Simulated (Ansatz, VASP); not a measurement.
**One calculation of Pd3I, two programs**

The input INCAR:

```
ALGO = Normal
EDIFF = 1E-6
ENCUT = 520
GGA = PE
ISIF = 2
ISMEAR = -1
LASPH = T
LCHARG = T
LDAU = T
LDAUJ = 0 0
LDAUL = -1 2
LDAUPRINT = 1
LDAUTYPE = 2
LDAUU = 0 3
LELF = T
LMAXMIX = 4
LREAL = F
LVHAR = T
LWAVE = F
NBANDS = 26
NELM = 150
PREC = Accurate
SIGMA = 0.05
```

KPOINTS

```
k-points
0
Gamma
  9 9 9
```

POSCAR

```
Pd3I
1.0
   -2.1469490000      2.1469490000      3.8759100000
    2.1469490000     -2.1469490000      3.8759100000
    2.1469490000      2.1469490000     -3.8759100000
I Pd
1 3
Direct
    0.0000000000      0.0000000000      0.0000000000
    0.5000000000      0.5000000000      0.0000000000
    0.2500000000      0.7500000000      0.5000000000
    0.7500000000      0.2500000000      0.5000000000
```

File input.yaml:

```yaml
crystal:
  lattice:
    - [-2.146949, 2.146949, 3.87591]
    - [2.146949, -2.146949, 3.87591]
    - [2.146949, 2.146949, -3.87591]
  atoms:
    - { symbol: I, position: [0.0, 0.0, 0.0] }
    - { symbol: Pd, position: [0.5, 0.5, 0.0] }
    - { symbol: Pd, position: [0.25, 0.75, 0.5] }
    - { symbol: Pd, position: [0.75, 0.25, 0.5] }
hamiltonian:
  xc: pbe
  pseudopotentials: { kind: paw }
  hubbard: { sites: [{ species: Pd, l: d, u_eff: 3.0 }] }
kpoints:
  mp_grid: { grid: [9, 9, 9] }
  band_path:
    path:
      - [[0.0, 0.0, 0.0], [0.0, 0.0, 0.5], [-0.1534143882, 0.1534143882, 0.5], [-0.3267071941, 0.3267071941, 0.3267071941], [0.0, 0.0, 0.0], [0.5, 0.5, -0.5], [0.3267071941, 0.6732928059, -0.3267071941], [0.0, 0.5, 0.0], [0.25, 0.25, 0.25], [0.5, 0.5, -0.1534143882], [0.5, 0.5, -0.5]]
      - [[0.0, 0.0, 0.5], [0.25, 0.25, 0.25]]
    npoints: 14
scf:
  occupations: { method: fermi_dirac, width: 0.05 }
  n_extra_bands: 10
output:
  forces: true
  stress: true
  eigenvalues: true
  fatbands: false
```

Alike in both runs: functional PBE; k mesh 9 × 9 × 9; occupations fermi-dirac, width 0.05 eV; no spin polarisation; Hubbard terms Pd d U = 3.0 eV.

|  | VASP | Ansatz |
| --- | --- | --- |
| version | VASP 6.6.1 | Ansatz 0.2.0 |
| potentials or method | VASP PAW PBE potentials, release 64 (I, Pd) | Ansatz PAW |
| plane-wave cutoff (eV) | 520 | 420 |
| valence electrons in the cell | 37 | 71 |
| task | single point | band structure |

VASP gave:

| Item | Value |
| --- | --- |
| gap on the k mesh at the Fermi level (eV) | none |
| pressure (GPa) | -3.9 |
| traceless stress, the component that is largest in VASP (GPa) | -0.23 |

Task: Which values does Ansatz return?

Result: gap on the k mesh at the Fermi level (eV): none; pressure (GPa): 0.0; traceless stress, the component that is largest in VASP (GPa): 0.39.

The programs project onto different local orbitals, so the same U acts differently, and such runs can settle in different states. A gap of «none» marks a metal or a gap that the smearing closes. VASP's potentials hold 37 valence electrons a cell and Ansatz's 71, so a difference there can come from the potentials and not from the codes.

Neither program's run includes spin-orbit coupling.
